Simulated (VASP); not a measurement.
# MgS (F-43m) in VASP: notebook

Runs on MgS. Level: LDA. Tasks: relaxation of cell and atoms.

Program: VASP 6.6.1. These are calculated values, not measurements. Logs are shortened: lines on timing, memory, paths and dates and some standing lists are left out, and cuts for length are marked.

### Step 1. The cell of the first run

The structure is cubic, space group F-43m (No. 216). The conventional cell has a = 5.666 Å, b = 5.666 Å, c = 5.666 Å, α = 90.00°, β = 90.00°, γ = 90.00°. Within 3.2 Å of Mg (site symmetry -43m) lie 4 S at 2.45 Å. S (site symmetry -43m) has 4 Mg at 2.45 Å within 3.2 Å.

### Step 2. Relaxation of cell and atoms, LDA

The input, INCAR:

```
PREC = Accurate
ENCUT = 600
EDIFF = 1E-6
ISMEAR = 0
SIGMA = 0.01
LREAL = F
LASPH = T
NELM = 100
ALGO = Normal
ISIF = 3
LWAVE = F
LCHARG = F
IBRION = 2
NSW = 80
EDIFFG = -0.02
```

The input, KPOINTS:

```
Automatic mesh
0
Gamma
  7 7 7
```

The input, POSCAR:

```
MgS
1.0
    0.0000000000      2.8331200500      2.8331200500
    2.8331200500      0.0000000000      2.8331200500
    2.8331200500      2.8331200500      0.0000000000
Mg S
1 1
Direct
    0.0000000000      0.0000000000      0.0000000000
    0.7500000000      0.7500000000      0.7500000000
```

Potentials or basis: VASP PAW LDA potentials, release 64 (Mg, S).

On the command line:

```sh
$ cat potpaw_LDA.64/Mg/POTCAR potpaw_LDA.64/S/POTCAR > POTCAR
$ mpirun -np 1 vasp_std > vasp.out
```

OUTCAR:

```text
PREC = Accurate
   ENCUT = 600
   EDIFF = 1E-6
   ISMEAR = 0
   LREAL = F
   LASPH = T
   NELM = 100
   ISIF = 3
   IBRION = 2
   NSW = 80
   EDIFFG = -0.02

 ion  position               nearest neighbor table
   1  0.000  0.000  0.000-   2 2.45   2 2.45   2 2.45   2 2.45
   2  0.750  0.750  0.750-   1 2.45   1 2.45   1 2.45   1 2.45

  LATTYP: Found a face centered cubic cell.
 ALAT       =     5.6662401000

  Lattice vectors:

 A1 = (   0.0000000000,   2.8331200500,   2.8331200500)
 A2 = (   2.8331200500,   0.0000000000,   2.8331200500)
 A3 = (   2.8331200500,   2.8331200500,   0.0000000000)

Analysis of symmetry for initial positions (statically):
=====================================================================
 Subroutine PRICEL returns:
 Original cell was already a primitive cell.

 Routine SETGRP: Setting up the symmetry group for a
 face centered cubic supercell.

 Subroutine GETGRP returns: Found 24 space group operations
 (whereof 24 operations were pure point group operations)
 out of a pool of 48 trial point group operations.

The static configuration has the point symmetry T_d .

Analysis of symmetry for dynamics (positions and initial velocities):
=====================================================================
 Subroutine PRICEL returns:
 Original cell was already a primitive cell.

 Routine SETGRP: Setting up the symmetry group for a
 face centered cubic supercell.

 Subroutine GETGRP returns: Found 24 space group operations
 (whereof 24 operations were pure point group operations)
 out of a pool of 48 trial point group operations.

The dynamic configuration has the point symmetry T_d .

 Subroutine INISYM returns: Found 24 space group operations
 (whereof 24 operations are pure point group operations),
 and found     1 'primitive' translations

----------------------------------------------------------------------------------------

                                     Primitive cell

  volume of cell :      45.4805

  direct lattice vectors                    reciprocal lattice vectors
     0.000000000  2.833120050  2.833120050    -0.176483873  0.176483873  0.176483873
     2.833120050  0.000000000  2.833120050     0.176483873 -0.176483873  0.176483873
     2.833120050  2.833120050  0.000000000     0.176483873  0.176483873 -0.176483873

  length of vectors
     4.006636799  4.006636799  4.006636799     0.305679035  0.305679035  0.305679035

  position of ions in fractional coordinates (direct lattice)
     0.000000000  0.000000000  0.000000000
     0.750000000  0.750000000  0.750000000

  ion indices of the primitive-cell ions
   primitive index   ion index
                 1           1
                 2           2

----------------------------------------------------------------------------------------

 KPOINTS: Automatic mesh

Automatic generation of k-mesh.
 Grid dimensions read from file:
 generate k-points for:    7    7    7

 Generating k-lattice:

  Cartesian coordinates                     Fractional coordinates (reciprocal lattice)
    -0.025211982  0.025211982  0.025211982     0.142857143  0.000000000  0.000000000
     0.025211982 -0.025211982  0.025211982     0.000000000  0.142857143  0.000000000
     0.025211982  0.025211982 -0.025211982     0.000000000  0.000000000  0.142857143

  Length of vectors
     0.043668434  0.043668434  0.043668434

  Shift w.r.t. Gamma in fractional coordinates (k-lattice)
     0.000000000  0.000000000  0.000000000

 Subroutine IBZKPT returns following result:
 ===========================================

 Found     20 irreducible k-points:

 Following reciprocal coordinates:
            Coordinates               Weight
  0.000000  0.000000  0.000000      1.000000
  0.142857  0.000000  0.000000      8.000000
  0.285714  0.000000  0.000000      8.000000
  0.428571  0.000000  0.000000      8.000000
  0.142857  0.142857  0.000000      6.000000
  0.285714  0.142857  0.000000     24.000000
[... 12 lines left out ...]
 -0.428571  0.428571  0.142857     24.000000
 -0.285714  0.428571  0.142857     24.000000
   k-points           NKPTS =     20   k-points in BZ     NKDIM =     20   number of bands    NBANDS=      8
   number of dos      NEDOS =    301   number of ions     NIONS =      2
   total plane-waves  NPLWV =  32768
   dimension x,y,z NGX =    32 NGY =   32 NGZ =   32
   dimension x,y,z NGXF=    64 NGYF=   64 NGZF=   64
   ions per type =               1   1
   NGX,Y,Z   is equivalent  to a cutoff of  13.28, 13.28, 13.28 a.u.
   NGXF,Y,Z  is equivalent  to a cutoff of  26.56, 26.56, 26.56 a.u.
 SYSTEM =  unknown system
   PREC   = accura    normal or accurate (medium, high low for compatibility)
   ISTART =      0    job   : 0-new  1-cont  2-samecut
   ICHARG =      2    charge: 1-file 2-atom 10-const
   ISPIN  =      1    spin polarized calculation?
   LNONCOLLINEAR =      F non collinear calculations
   LSORBIT =      F    spin-orbit coupling
   LASPH  =      T    aspherical Exc in radial PAW
   ENCUT  =  600.0 eV  44.10 Ry    6.64 a.u.   8.00  8.00  8.00*2*pi/ulx,y,z
   NELM   =    100;   NELMIN=  2; NELMDL= -5     # of ELM steps
   EDIFF  = 0.1E-05   stopping-criterion for ELM
   LREAL  =      F    real-space projection
   EDIFFG = -.2E-01   stopping-criterion for IOM
   NSW    =     80    number of steps for IOM
   IBRION =      2    ionic relax: 0-MD 1-quasi-New 2-CG
   NFREE  =      1    steps in history (QN), initial steepest desc. (CG)
   ISIF   =      3    stress and relaxation
   ISYM   =      2    0-nonsym 1-usesym 2-fastsym
   POTIM  = 0.5000    time-step for ionic-motion
   TEBEG  =    0.0;   TEEND  =   0.0 temperature during run
   PSTRESS=    0.0 pullay stress
   NELECT =       8.0000    total number of electrons
   NUPDOWN=      -1.0000    fix difference up-down
   EMIN   =  10.00;   EMAX   =-10.00  energy-range for DOS
   EFERMI =   0.00;   METHOD = LEGACY
   ISMEAR =     0;   SIGMA  =   0.01  broadening in eV -4-tet -1-fermi 0-gaus
   EFERMI_NEDOS =   21; number of points for ismear=-14 and -15
   IALGO  =     38    algorithm
   IMIX   =      4    mixing-type and parameters
     AMIX     =   0.40;   BMIX     =  1.00
     AMIX_MAG =   1.60;   BMIX_MAG =  1.00
  volume/ion in A,a.u.               =      22.74       153.46
  Fermi-wavevector in a.u.,A,eV,Ry     =   0.917269  1.733386 11.447692  0.841382
  Thomas-Fermi vector in A             =   2.042218
   LORBIT       =      0    0 simple, 1 ext, 2 COOP (PROOUT), +10 PAW based schemes
   GGA     = CA    functional components
   LHFCALC =     F    Hartree Fock is set to
   AEXX    =    0.0000 exact exchange contribution
   IVDW    =     0    specifies the selected vdW correction
   LEPSILON=     F    determine dielectric tensor
   LRPA    =     F    only Hartree local field effects (RPA)
 conjugate gradient relaxation of ions
 non-spin polarized calculation
 Gauss-broadening in eV      SIGMA  =   0.01
  energy-cutoff  :      600.00
  volume of cell :       45.48
 maximum number of plane-waves:      1532
   NGX = 17   NGY = 17   NGZ = 17

--------------------------------------- Ionic step        1  -------------------------------------------

 number of electron       8.0000000 magnetization

 Free energy of the ion-electron system (eV)
  ---------------------------------------------------
  ext. energy  EPLUGINS =         0.00000000
  ---------------------------------------------------
  free energy    TOTEN  =        -9.37834419 eV

  energy without entropy =       -9.37834419  energy(sigma->0) =       -9.37834419

------------------------ aborting loop because EDIFF is reached ----------------------------------------

  FORCE on cell =-STRESS in cart. coord.  units (eV):
  Direction    XX          YY          ZZ          XY          YZ          ZX
  --------------------------------------------------------------------------------------
  -------------------------------------------------------------------------------------
  Total       -0.7106259     -0.7106259     -0.7106259      0.0000000      0.0000000      0.0000000
  in kB      -25.0337948    -25.0337948    -25.0337948      0.0000000      0.0000000      0.0000000
  external PRESSURE =     -25.0337948 kB  Pullay stress =       0.0000000 kB

 VOLUME and BASIS-vectors are now :
 -----------------------------------------------------------------------------
  energy-cutoff  :      600.00
  volume of cell :       45.48
      direct lattice vectors                 reciprocal lattice vectors
     0.000000000  2.833120050  2.833120050    -0.176483873  0.176483873  0.176483873
     2.833120050  0.000000000  2.833120050     0.176483873 -0.176483873  0.176483873
     2.833120050  2.833120050  0.000000000     0.176483873  0.176483873 -0.176483873
[... 37 lines left out ...]
 POSITION                                       TOTAL-FORCE (eV/Angst)
 -----------------------------------------------------------------------------------
      5.56911      5.56911      5.56911        -0.000000     -0.000000     -0.000000
      4.17684      4.17684      4.17684         0.000000      0.000000      0.000000
 -----------------------------------------------------------------------------------
    total drift:                                0.000000      0.000000     -0.000000

  FREE ENERGIE OF THE ION-ELECTRON SYSTEM (eV)
  ---------------------------------------------------
  free  energy   TOTEN  =        -9.3934581691 eV

  energy  without entropy=       -9.3934581691  energy(sigma->0) =       -9.39345817

--------------------------------------- Ionic step        3  -------------------------------------------

 number of electron       7.9999999 magnetization

 Free energy of the ion-electron system (eV)
  ---------------------------------------------------
  ext. energy  EPLUGINS =         0.00000000
  ---------------------------------------------------
  free energy    TOTEN  =        -9.39404600 eV

  energy without entropy =       -9.39404600  energy(sigma->0) =       -9.39404600

 E-fermi :   1.2724     XC(G=0):  -8.9191

 val. band max:        1.1598561937   @ k =   0.0000   0.0000   0.0000
 cond. band min:       4.5623732660   @ k =   0.0000   0.0000   0.0000
 fundamental gap:      3.4025170723
 Fermi energy:         1.2723924084

 k-point     1 :       0.0000    0.0000    0.0000
  band No.  band energies     occupation
      1     -10.2192      2.00000
      2       1.1599      2.00000
      3       1.1599      2.00000
      4       1.1599      2.00000
      5       4.5624      0.00000
      6       9.0319      0.00000
      7       9.0319      0.00000
      8       9.0319      0.00000

 k-point     2 :       0.1429    0.0000    0.0000
  band No.  band energies     occupation
      1     -10.0939      2.00000
      2       0.2508      2.00000
      3       1.0871      2.00000
      4       1.0871      2.00000
      5       5.4031      0.00000
      6       8.8182      0.00000
      7       9.2540      0.00000
      8       9.2540      0.00000
[... 218 lines left out ...]
 POSITION                                       TOTAL-FORCE (eV/Angst)
 -----------------------------------------------------------------------------------
      0.00000      0.00000      0.00000        -0.000000     -0.000000      0.000000
      4.18839      4.18839      4.18839         0.000000      0.000000     -0.000000
 -----------------------------------------------------------------------------------
    total drift:                                0.000000      0.000000     -0.000000

  FREE ENERGIE OF THE ION-ELECTRON SYSTEM (eV)
  ---------------------------------------------------
  free  energy   TOTEN  =        -9.3940459958 eV

  energy  without entropy=       -9.3940459958  energy(sigma->0) =       -9.39404600

 reached required accuracy - stopping structural energy minimisation
```

Run time: 13 s. Hardware: 1 thread of Intel Xeon 6975P-C, shared host; peak memory 0.16 GiB.

Results:

| Quantity | Value |
| --- | --- |
| Free energy | -9.3940 eV |
| Relaxed volume | 21.77 Å³/atom |
| Relaxed cell | a = 3.949 Å, b = 3.949 Å, c = 3.949 Å, α = 60.00°, β = 60.00°, γ = 60.00° |
| Space group after relaxing (to 0.05 Å) | F-43m (No. 216) |
| Energy gained by relaxing | 7.9 meV/atom |
| Ionic steps | 3 |
| Pressure after relaxing | 0.0 GPa |
| Band gap on the k mesh | 3.40 eV, direct |

Step by step:
```csv
step,energy change (eV),largest force (eV/Å),pressure (GPa),volume (Å³)
1,0.0000,0.0000,-2.50,45.48
2,-0.0151,0.0000,0.53,43.18
3,-0.0157,0.0000,0.00,43.54
```

Final structure:
```
Mg S
1.0
     0.00000    2.79226    2.79226
     2.79226    0.00000    2.79226
     2.79226    2.79226    0.00000
Mg S
1 1
Direct
  0.00000 0.00000 0.00000
  0.75000 0.75000 0.75000
```

A k mesh can miss the band edges. As with any semilocal functional, this LDA gap is likely too small.

### Step 3. Relaxation of cell and atoms, LDA, target pressure 20 GPa, at which the enthalpy is minimised

The input, INCAR:

```
SYSTEM = MgS
PREC = Accurate ; ENCUT = 600
EDIFF = 1E-6 ; ISMEAR = 0
SIGMA = 0.01 ; LREAL = .False.
LASPH = .True. ; NELM = 60
ALGO = Normal ; ISIF = 3
LWAVE = .False. ; LCHARG = .False.
GGA = CA ; IBRION = 2
NSW = 80 ; EDIFFG = -0.02
PSTRESS = 200.0
```

The input, KPOINTS:

```
Automatic mesh
0
Gamma
  7 7 7
  0 0 0
```

POSCAR is that of step 2.

Potentials or basis: VASP PAW LDA potentials, release 64 (Mg, S).

On the command line:

```sh
$ cat potpaw_LDA.64/Mg/POTCAR potpaw_LDA.64/S/POTCAR > POTCAR
$ mpirun -np 1 vasp_std > vasp.out
```

Wall time 28 s (1 thread of Intel Xeon 6975P-C, shared host); peak memory 0.17 GiB.

It converged, with:

```yaml
Free_energy: -8.9668 eV
Relaxed_volume: 17.68 Å³/atom
Relaxed_cell: a = 3.684 Å, b = 3.684 Å, c = 3.684 Å, α = 60.00°, β = 60.00°, γ = 60.00°
Space_group_after_relaxing_to_0.05_Å: F-43m (No. 216)
Energy_change_on_relaxing_the_enthalpy_is_what_falls: +205.8 meV/atom
Ionic_steps: 7
Pressure_after_relaxing: 20.0 GPa
Band_gap_on_the_k_mesh: 3.54 eV, indirect (least direct gap 4.57 eV)
```

Step by step:
| step | energy change (eV) | largest force (eV/Å) | pressure (GPa) | volume (Å³) |
| --- | --- | --- | --- | --- |
| 1 | 0.0000 | 0.0000 | -2.50 | 45.48 |
| 2 | 2.4658 | 0.0000 | 73.17 | 27.53 |
| 3 | 0.3589 | 0.0000 | 18.35 | 35.81 |
| 4 | 0.4003 | 0.0000 | 19.65 | 35.46 |
| 5 | 0.4232 | 0.0000 | 20.36 | 35.27 |
| 6 | 0.4003 | 0.0000 | 19.65 | 35.46 |
| 7 | 0.4116 | 0.0000 | 19.99 | 35.37 |

Final structure:
```
CELL_PARAMETERS angstrom
0.00000 2.60528 2.60528
2.60528 0.00000 2.60528
2.60528 2.60528 0.00000
ATOMIC_POSITIONS crystal
Mg 0.00000 0.00000 0.00000
S 0.75000 0.75000 0.75000
```

Levels at points of the mesh, in eV from the valence-band top:
```tsv
k point	band 1	band 2	band 3	band 4	band 5	band 6	band 7	band 8
(0.00, 0.00, 0.00)	-12.23	0.00	0.00	0.00	4.56	8.38	8.38	8.38
```

Caveat: the cell is relaxed towards a set pressure, so the enthalpy falls and the energy may rise; the volume moved by over 15 % at a fixed basis, so the end points are rough. As with any semilocal functional, this LDA gap is likely too small.
